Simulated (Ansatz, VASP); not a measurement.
**NbTeN in VASP and in Ansatz**

The input INCAR:

```
  PREC = Accurate
  ENCUT = 520
  EDIFF = 1E-6
  ISMEAR = -1
  SIGMA = 0.05
  LREAL = False
  LASPH = True
  NELM = 60
  ALGO = Normal
  ISIF = 2
  LWAVE = False
  LCHARG = False
  GGA = PS
  NBANDS = 33
```

KPOINTS

```
Automatic mesh
0
Gamma
  5 5 2
```

File POSCAR:

```
NbTeN
1.0
    3.5842730000      0.0000000000      0.0000000000
    0.0000000000      3.5842730000      0.0000000000
    0.0000000000      0.0000000000      9.5461040000
Nb Te N
2 2 2
Direct
    0.5000000000      0.0000000000      0.1143750000
    0.0000000000      0.5000000000      0.8856250000
    0.5000000000      0.0000000000      0.6986270000
    0.0000000000      0.5000000000      0.3013730000
    0.5000000000      0.5000000000      0.0000000000
    0.0000000000      0.0000000000      0.0000000000
```

Input for Ansatz:

```yaml
crystal:
  lattice:
    - [3.584273, 0.0, 0.0]
    - [0.0, 3.584273, 0.0]
    - [0.0, 0.0, 9.546104]
  atoms:
    - { symbol: Nb, position: [0.5, 0.0, 0.114375] }
    - { symbol: Nb, position: [0.0, 0.5, 0.885625] }
    - { symbol: Te, position: [0.5, 0.0, 0.698627] }
    - { symbol: Te, position: [0.0, 0.5, 0.301373] }
    - { symbol: "N", position: [0.5, 0.5, 0.0] }
    - { symbol: "N", position: [0.0, 0.0, 0.0] }
basis:
  ecutwfc: 630.0
kpoints:
  mp_grid:
    grid: [5, 5, 2]
hamiltonian:
  xc: pbesol
scf:
  max_iter: 200
  occupations:
    method: fermi_dirac
    width: 0.05
  eigensolver:
    kind: auto
    full_accuracy: true
output:
  stress: true
```

Alike in both runs: task single point; functional PBEsol; k mesh 5 × 5 × 2; occupations fermi-dirac, width 0.05 eV; no spin polarisation.

```csv
,VASP,Ansatz
version,VASP 6.6.1,Ansatz 0.2.0
potentials or method,"VASP PAW PBE potentials, release 64 (Nb_sv, Te, N), cutoff 520 eV","plane waves, PAW"
valence electrons in the cell,48,68
```

```tsv
	VASP	Ansatz	Ansatz less VASP
pressure (GPa)	-6.3	-6.2	+0.09
traceless stress, the component that is largest in VASP (GPa)	0.81	0.78	-0.026
```

VASP's potentials were made for PBE, not for PBEsol. VASP's potentials hold 48 valence electrons a cell and Ansatz's 68, so a difference there can come from the potentials and not from the codes.

Neither program's run includes spin-orbit coupling.
